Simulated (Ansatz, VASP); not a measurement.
# Two plane-wave programs on As

Contents of POSCAR:

```
As
1.0
   -1.5006253105      1.5006253105      2.2829824967
    1.5006253105     -1.5006253105      2.2829824967
    1.5006253105      1.5006253105     -2.2829824967
As
1
Direct
    0.0000000000      0.0000000000      0.0000000000
```

File INCAR.step1:

```
PREC     = Accurate       # precision mode
ENCUT    = 600            # plane-wave cutoff, eV
ISMEAR   = 0              # smearing method
SIGMA    = 0.1            # smearing width, eV
LREAL    = F              # projectors in reciprocal space
LASPH    = T              # aspherical terms in the spheres
NELM     = 60             # most SCF steps
GGA      = PE             # functional
ALGO     = Normal         # electronic algorithm
EDIFF    = 1E-4           # SCF threshold, eV
LWAVE    = T              # write WAVECAR
LCHARG   = F              # write CHGCAR
```

File INCAR.step2:

```
PREC     = Accurate       # precision mode
ENCUT    = 600            # plane-wave cutoff, eV
EDIFF    = 1E-7           # SCF threshold, eV
ISMEAR   = 0              # smearing method
SIGMA    = 0.1            # smearing width, eV
LREAL    = F              # projectors in reciprocal space
LASPH    = T              # aspherical terms in the spheres
NELM     = 60             # most SCF steps
ALGO     = Normal         # electronic algorithm
ISIF     = 3              # what is computed and relaxed
LWAVE    = F              # write WAVECAR
LCHARG   = F              # write CHGCAR
METAGGA  = R2SCAN         # meta-GGA
LMIXTAU  = T            
IBRION   = 2              # ionic algorithm
NSW      = 90             # ionic steps
EDIFFG   = -0.04          # ionic threshold
ISTART   = 1
```

Contents of KPOINTS:

```
regular mesh
0
Gamma
  8 8 8
```

Input for Ansatz:

```yaml
crystal:
  lattice:
    - [-1.5006253105, 1.5006253105, 2.2829824967]
    - [1.5006253105, -1.5006253105, 2.2829824967]
    - [1.5006253105, 1.5006253105, -2.2829824967]
  atoms:
    - { symbol: As, position: [0.0, 0.0, 0.0] }
basis:
  ecutwfc: 500
kpoints:
  mp_grid: { grid: [8, 8, 8] }
hamiltonian:
  xc: r2scan
scf:
  occupations: { method: gaussian, width: 0.1 }
  lower_state_search: "off"
output:
  forces: true
  stress: true
  eigenvalues: true
relax:
  adjacent_minimum: "off"
  f_tol: 0.04
  max_steps: 70
  cell: { stress_tol: 0.4 }
```

Alike in both runs: task relaxation of cell and atoms; functional r2SCAN; k mesh 8 × 8 × 8; occupations gaussian, width 0.1 eV; no spin polarisation.

|  | VASP | Ansatz |
| --- | --- | --- |
| version | VASP 6.6.1 | Ansatz 0.2.0 |
| potentials or method | VASP PAW PBE potentials, release 64 (As), cutoff 600 eV | scalar-relativistic, plane waves, PAW |
| valence electrons in the cell | 5 | 15 |

|  | VASP | Ansatz | Ansatz less VASP |
| --- | --- | --- | --- |
| gap on the k mesh at the Fermi level, each at its own relaxed structure (eV) | none | none | - |
| relaxed volume (Å³/atom) | 19.87 | 19.95 | +0.082 |
| relaxed cell length with the largest relative difference (Å) | 3.365 | 3.379 | +0.0132 |

VASP's potentials were made for PBE, not for r2SCAN. A gap of «none» marks a metal or a gap that the smearing closes. VASP's potentials hold 5 valence electrons a cell and Ansatz's 15, so a difference there can come from the potentials and not from the codes.

The k mesh is coarse, so the values compare programs but aren't converged.
